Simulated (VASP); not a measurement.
# AlWS (Cmcm) in VASP: single point with r2SCAN

Aim: the single point of AlWS with r2SCAN.

All numbers are computed with VASP 6.6.1; they aren't measurements. Logs are shortened: lines on timing, memory, paths and dates and some standing lists are left out, and cuts for length are marked.

## (1) The cell of the first run

Symmetry: Cmcm, No. 63, orthorhombic system. The conventional cell has a = 3.589 Å, b = 15.589 Å, c = 3.478 Å, α = 90.00°, β = 90.00°, γ = 90.00°. Within 3.6 Å of W (site symmetry m2m) lie 6 S at 2.64 to 2.65 Å and 5 Al at 3.03 to 3.28 Å and 6 W at 3.30 to 3.59 Å. Within 3.6 Å of Al (site symmetry m2m) lie 1 S at 2.56 Å and 8 Al at 2.95 to 3.59 Å and 5 W at 3.03 to 3.28 Å. S (site symmetry m2m) has 2 S at 2.06 Å and 1 Al at 2.56 Å and 6 W at 2.64 to 2.65 Å within 2.7 Å.

## (2) Single point, r2SCAN

Contents of POSCAR:

```
AlWS
1.0
    3.5892100000      0.0000000000      0.0000000000
    1.7946050000     -7.7947280000      0.0000000000
    0.0000000000      0.0000000000     -3.4775520000
W Al S
2 2 2
Direct
    0.9100200000      0.1799600000      0.7500000000
    0.0899800000      0.8200400000      0.2500000000
    0.3005800000      0.3988400000      0.2500000000
    0.6994200000      0.6011600000      0.7500000000
    0.4645000000      0.0710000000      0.2500000000
    0.5355000000      0.9290000000      0.7500000000
```

Contents of INCAR.step1:

```
SYSTEM = AlWS
  PREC = Accurate
  ENCUT = 520
  ISMEAR = 1
  SIGMA = 0.0511
  LREAL = .False.
  LASPH = .True.
  NELM = 80
  NBANDS = 32
  GGA = PE
  ALGO = Normal
  EDIFF = 1E-4
  LWAVE = .True.
  LCHARG = .False.
```

Contents of INCAR.step2:

```
SYSTEM = AlWS
  PREC = Accurate
  ENCUT = 520
  EDIFF = 1E-7
  ISMEAR = 1
  SIGMA = 0.0511
  LREAL = .False.
  LASPH = .True.
  NELM = 80
  ALGO = Normal
  ISIF = 2
  LWAVE = .False.
  LCHARG = .False.
  METAGGA = R2SCAN
  LMIXTAU = .True.
  NBANDS = 32
  ISTART = 1
```

Contents of KPOINTS:

```
regular mesh
0
Gamma
  7 7 7
  0 0 0
```

Potentials or basis: VASP PAW PBE potentials, release 64 (W_sv, Al, S).

Command:

```bash
> cat potpaw_PBE.64/W_sv/POTCAR potpaw_PBE.64/Al/POTCAR potpaw_PBE.64/S/POTCAR > POTCAR
> cp INCAR.step1 INCAR
> mpirun -np 1 vasp_std > vasp.out
> cp INCAR.step2 INCAR
> mpirun -np 1 vasp_std > vasp.out
```

OUTCAR:

```text
SYSTEM = AlWS
   PREC = Accurate
   ENCUT = 520
   EDIFF = 1E-7
   ISMEAR = 1
   LREAL = .False.
   LASPH = .True.
   NELM = 80
   ISIF = 2
   METAGGA = R2SCAN
   ISTART = 1

 ion  position               nearest neighbor table
   1  0.910  0.180  0.750-   5 2.64   5 2.64   5 2.64   5 2.64   6 2.65   6 2.65   3 3.03   3 3.03
                             3 3.03   3 3.03   4 3.28   2 3.30   2 3.30
   2  0.090  0.820  0.250-   6 2.64   6 2.64   6 2.64   6 2.64   5 2.65   5 2.65   4 3.03   4 3.03
                             4 3.03   4 3.03   3 3.28   1 3.30   1 3.30
   3  0.301  0.399  0.250-   5 2.56   4 2.95   4 2.95   4 2.95   4 2.95   1 3.03   1 3.03   1 3.03
                             1 3.03   2 3.28
   4  0.699  0.601  0.750-   6 2.56   3 2.95   3 2.95   3 2.95   3 2.95   2 3.03   2 3.03   2 3.03
                             2 3.03   1 3.28
   5  0.465  0.071  0.250-   6 2.06   6 2.06   3 2.56   1 2.64   1 2.64   1 2.64   1 2.64   2 2.65
                             2 2.65
   6  0.535  0.929  0.750-   5 2.06   5 2.06   4 2.56   2 2.64   2 2.64   2 2.64   2 2.64   1 2.65
                             1 2.65

  LATTYP: Found a base centered orthorhombic cell.
 ALAT       =     3.5892100000
 B/A-ratio  =     4.3434226473
 C/A-ratio  =     0.9688906472

  Lattice vectors:

 A1 = (   1.7946050000,   7.7947280000,   0.0000000000)
 A2 = (   1.7946050000,  -7.7947280000,   0.0000000000)
 A3 = (   0.0000000000,   0.0000000000,  -3.4775520000)

Analysis of symmetry for initial positions (statically):
=====================================================================
 Subroutine PRICEL returns:
 Original cell was already a primitive cell.

 Routine SETGRP: Setting up the symmetry group for a
 base centered orthorhombic supercell.

 Subroutine GETGRP returns: Found  8 space group operations
 (whereof  4 operations were pure point group operations)
 out of a pool of  8 trial point group operations.

The static configuration has the point symmetry C_2h.
 The point group associated with its full space group is D_2h.

Analysis of symmetry for dynamics (positions and initial velocities):
=====================================================================
 Subroutine PRICEL returns:
 Original cell was already a primitive cell.

 Routine SETGRP: Setting up the symmetry group for a
 base centered orthorhombic supercell.

 Subroutine GETGRP returns: Found  8 space group operations
 (whereof  4 operations were pure point group operations)
 out of a pool of  8 trial point group operations.

The dynamic configuration has the point symmetry C_2h.
 The point group associated with its full space group is D_2h.

 Subroutine INISYM returns: Found  8 space group operations
 (whereof  4 operations are pure point group operations),
 and found     1 'primitive' translations

----------------------------------------------------------------------------------------

                                     Primitive cell

  volume of cell :      97.2912

  direct lattice vectors                    reciprocal lattice vectors
     3.589210000  0.000000000  0.000000000     0.278612842  0.064145920  0.000000000
     1.794605000 -7.794728000  0.000000000     0.000000000 -0.128291840  0.000000000
     0.000000000  0.000000000 -3.477552000     0.000000000  0.000000000 -0.287558604

  length of vectors
     3.589210000  7.998649367  3.477552000     0.285901758  0.128291840  0.287558604

  position of ions in fractional coordinates (direct lattice)
     0.910020000  0.179960000  0.750000000
     0.089980000  0.820040000  0.250000000
     0.300580000  0.398840000  0.250000000
     0.699420000  0.601160000  0.750000000
     0.464500000  0.071000000  0.250000000
     0.535500000  0.929000000  0.750000000

  ion indices of the primitive-cell ions
   primitive index   ion index
                 1           1
                 2           2
                 3           3
                 4           4
                 5           5
                 6           6

----------------------------------------------------------------------------------------

 KPOINTS: regular mesh

Automatic generation of k-mesh.
 Grid dimensions read from file:
 generate k-points for:    7    7    7

 Generating k-lattice:

  Cartesian coordinates                     Fractional coordinates (reciprocal lattice)
     0.039801835  0.009163703  0.000000000     0.142857143 -0.000000000  0.000000000
     0.000000000 -0.018327406  0.000000000     0.000000000  0.142857143  0.000000000
     0.000000000  0.000000000 -0.041079801     0.000000000  0.000000000  0.142857143

  Length of vectors
     0.040843108  0.018327406  0.041079801

  Shift w.r.t. Gamma in fractional coordinates (k-lattice)
     0.000000000  0.000000000  0.000000000

 Subroutine IBZKPT returns following result:
 ===========================================

 Found     64 irreducible k-points:

 Following reciprocal coordinates:
            Coordinates               Weight
  0.000000  0.000000  0.000000      1.000000
  0.142857  0.000000  0.000000      4.000000
  0.285714 -0.000000  0.000000      4.000000
  0.428571  0.000000  0.000000      4.000000
  0.000000  0.142857  0.000000      2.000000
  0.285714  0.142857  0.000000      2.000000
[... 16 lines left out ...]
  0.428571  0.142857  0.142857      8.000000
 -0.428571  0.142857  0.142857      8.000000
 [... further k-points ...]
   k-points           NKPTS =     64   k-points in BZ     NKDIM =     64   number of bands    NBANDS=     32
   number of dos      NEDOS =    301   number of ions     NIONS =      6
   total plane-waves  NPLWV =  47040
   dimension x,y,z NGX =    28 NGY =   60 NGZ =   28
   dimension x,y,z NGXF=    56 NGYF=  120 NGZF=   56
   ions per type =               2   2   2
   NGX,Y,Z   is equivalent  to a cutoff of  12.97, 12.47, 13.39 a.u.
   NGXF,Y,Z  is equivalent  to a cutoff of  25.94, 24.94, 26.77 a.u.
 SYSTEM =  AlWS
   PREC   = accura    normal or accurate (medium, high low for compatibility)
   ISTART =      1    job   : 0-new  1-cont  2-samecut
   ICHARG =      0    charge: 1-file 2-atom 10-const
   ISPIN  =      1    spin polarized calculation?
   LNONCOLLINEAR =      F non collinear calculations
   LSORBIT =      F    spin-orbit coupling
   LASPH  =      T    aspherical Exc in radial PAW
   ENCUT  =  520.0 eV  38.22 Ry    6.18 a.u.   6.67 14.87  6.47*2*pi/ulx,y,z
   NELM   =     80;   NELMIN=  2; NELMDL=  0     # of ELM steps
   EDIFF  = 0.1E-06   stopping-criterion for ELM
   LREAL  =      F    real-space projection
   EDIFFG = 0.1E-05   stopping-criterion for IOM
   NSW    =      0    number of steps for IOM
   IBRION =     -1    ionic relax: 0-MD 1-quasi-New 2-CG
   NFREE  =      0    steps in history (QN), initial steepest desc. (CG)
   ISIF   =      2    stress and relaxation
   ISYM   =      2    0-nonsym 1-usesym 2-fastsym
   POTIM  = 0.5000    time-step for ionic-motion
   TEBEG  =    0.0;   TEEND  =   0.0 temperature during run
   PSTRESS=    0.0 pullay stress
   NELECT =      46.0000    total number of electrons
   NUPDOWN=      -1.0000    fix difference up-down
   EMIN   =  10.00;   EMAX   =-10.00  energy-range for DOS
   EFERMI =   0.00;   METHOD = LEGACY
   ISMEAR =     1;   SIGMA  =   0.05  broadening in eV -4-tet -1-fermi 0-gaus
   EFERMI_NEDOS =   21; number of points for ismear=-14 and -15
   IALGO  =     38    algorithm
   IMIX   =      4    mixing-type and parameters
     AMIX     =   0.40;   BMIX     =  1.00
     AMIX_MAG =   1.60;   BMIX_MAG =  1.00
  volume/ion in A,a.u.               =      16.22       109.43
  Fermi-wavevector in a.u.,A,eV,Ry     =   1.275370  2.410100 22.130819  1.626569
  Thomas-Fermi vector in A             =   2.408086
   LORBIT       =      0    0 simple, 1 ext, 2 COOP (PROOUT), +10 PAW based schemes
   METAGGA = R2SCAN    functional components
   LHFCALC =     F    Hartree Fock is set to
   AEXX    =    0.0000 exact exchange contribution
   IVDW    =     0    specifies the selected vdW correction
   LEPSILON=     F    determine dielectric tensor
   LRPA    =     F    only Hartree local field effects (RPA)
 non-spin polarized calculation
 Methfessel and Paxton  Order N= 1 SIGMA  =   0.05
  energy-cutoff  :      520.00
  volume of cell :       97.29
 maximum number of plane-waves:      2646
   NGX = 13   NGY = 29   NGZ = 13

 number of electron      45.9999995 magnetization

 Free energy of the ion-electron system (eV)
  ---------------------------------------------------
  ext. energy  EPLUGINS =         0.00000000
  ---------------------------------------------------
  free energy    TOTEN  =      -124.43926994 eV

  energy without entropy =     -124.43887116  energy(sigma->0) =     -124.43913701

 E-fermi :   9.6498     XC(G=0): -12.4352

 val. band max:        9.6493320382   @ k =  -0.1429   0.2857   0.2857
 cond. band min:       9.6519164357   @ k =  -0.1429   0.1429   0.1429
 fundamental gap:      0.0025843975
 Fermi energy:         9.6497709912

 k-point     1 :       0.0000    0.0000    0.0000
  band No.  band energies     occupation
      1     -67.0246      2.00000
      2     -67.0189      2.00000
      3     -30.6587      2.00000
      4     -30.6379      2.00000
      5     -30.5955      2.00000
      6     -30.5764      2.00000
[... 24 lines left out ...]
     31      13.2346      0.00000
     32      13.4005      0.00000

 k-point     2 :       0.1429    0.0000    0.0000
  band No.  band energies     occupation
      1     -67.0243      2.00000
      2     -67.0186      2.00000
      3     -30.6744      2.00000
      4     -30.6510      2.00000
      5     -30.5940      2.00000
      6     -30.5735      2.00000
[... 24 lines left out ...]
     31      13.1083      0.00000
     32      14.1096      0.00000
[... 733 lines left out ...]
     31      13.0874      0.00000
     32      14.4557      0.00000

 k-point    24 :      -0.4286    0.1429    0.1429
  band No.  band energies     occupation
      1     -67.0223      2.00000
      2     -67.0171      2.00000
      3     -30.7316      2.00000
      4     -30.7024      2.00000
      5     -30.6051      2.00000
      6     -30.5849      2.00000
[... 24 lines left out ...]
     31      13.6030      0.00000
     32      14.0690      0.00000

 [... further k-points ...]

------------------------ aborting loop because EDIFF is reached ----------------------------------------

  FORCE on cell =-STRESS in cart. coord.  units (eV):
  Direction    XX          YY          ZZ          XY          YZ          ZX
  --------------------------------------------------------------------------------------
  -------------------------------------------------------------------------------------
  Total       -8.4807197     -1.5061619      2.8946511      0.0000000      0.0000000      0.0000000
  in kB     -139.6592882    -24.8032609     47.6687041      0.0000000      0.0000000      0.0000000
  external PRESSURE =     -38.9312817 kB  Pullay stress =       0.0000000 kB

 VOLUME and BASIS-vectors are now :
 -----------------------------------------------------------------------------
  energy-cutoff  :      520.00
  volume of cell :       97.29
      direct lattice vectors                 reciprocal lattice vectors
     3.589210000  0.000000000  0.000000000     0.278612842  0.064145920  0.000000000
     1.794605000 -7.794728000  0.000000000     0.000000000 -0.128291840  0.000000000
     0.000000000  0.000000000 -3.477552000     0.000000000  0.000000000 -0.287558604

 POSITION                                       TOTAL-FORCE (eV/Angst)
 -----------------------------------------------------------------------------------
      3.58921     -1.40274     -2.60816         0.000000     -1.606364      0.000000
      1.79460     -6.39199     -0.86939         0.000000      1.606364     -0.000000
      1.79460     -3.10885     -0.86939         0.000000     -0.307767     -0.000000
      3.58921     -4.68588     -2.60816         0.000000      0.307767      0.000000
      1.79461     -0.55343     -0.86939        -0.000000     -5.179198     -0.000000
      3.58921     -7.24130     -2.60816         0.000000      5.179198      0.000000
 -----------------------------------------------------------------------------------
    total drift:                                0.000000     -0.000000      0.000000

  FREE ENERGIE OF THE ION-ELECTRON SYSTEM (eV)
  ---------------------------------------------------
  free  energy   TOTEN  =      -124.4392699362 eV

  energy  without entropy=     -124.4388711589  energy(sigma->0) =     -124.43913701
```

Run time: 12 min. Hardware: 1 thread of Intel Xeon 8259CL, shared host; peak memory 0.31 GiB.

What came out:

| Quantity | Value |
| --- | --- |
| Free energy | -124.4393 eV |
| Pressure | -3.9 GPa |
| Largest force | 5.179 eV/Å |
| Band gap on the k mesh | zero (bands 23 and 24 overlap by 1.29 eV) |

Forces on the atoms (eV/Å):
```
W    0.000 -1.606  0.000
W    0.000  1.606  0.000
Al   0.000 -0.308  0.000
Al   0.000  0.308  0.000
S    0.000 -5.179  0.000
S    0.000  5.179  0.000
```

Caveat: the stress differs along the axes, from -14 to 5 GPa; the PAW data sets were made with another functional, which shifts forces and pressure a little; spin-orbit coupling is left out, which moves the levels of the heavy elements.
